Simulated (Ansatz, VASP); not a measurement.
# One calculation of LaAgS2, two programs

```
Ag La S
1.0
     2.25281    1.30066   10.26094
    -2.25281    1.30066   10.26094
     0.00000   -2.60132   10.26094
Ag La S
2 2 4
Cartesian
  0.0000 0.0000 26.2857
  0.0000 0.0000 4.4971
  0.0000 0.0000 11.9936
  0.0000 0.0000 18.7892
  0.0000 0.0000 15.3914
  0.0000 0.0000 23.1321
  2.2528 1.3007 10.2609
  0.0000 0.0000 7.6507
```

Alike in both runs: task single point; functional PBE; k mesh 6 × 6 × 6; no spin polarisation.

```csv
,VASP,Ansatz
version,VASP 6.6.1,Ansatz 0.2.0
potentials or method,"VASP PAW PBE potentials, release 64 (Ag, La, S)","plane waves, PAW"
plane-wave cutoff (eV),520,420
occupations,"gaussian, width 0.01 eV",fixed
valence electrons in the cell,68,84
```

VASP gave:

* gap on the k mesh at the Fermi level (eV): 0.74
* pressure (GPa): 2.1
* traceless stress, the component that is largest in VASP (GPa): -0.73
* rms of the force components (eV/Å): 0.047

Question: What did Ansatz give for the same quantities?

Answer: gap on the k mesh at the Fermi level (eV): 0.74; pressure (GPa): 2.2; traceless stress, the component that is largest in VASP (GPa): -0.79; rms of the force components (eV/Å): 0.050.

Atom by atom the forces differ by 0.003 eV/Å (rms over components). VASP's potentials hold 68 valence electrons a cell and Ansatz's 84, so a difference there can come from the potentials and not from the codes.

Neither program's run includes spin-orbit coupling.
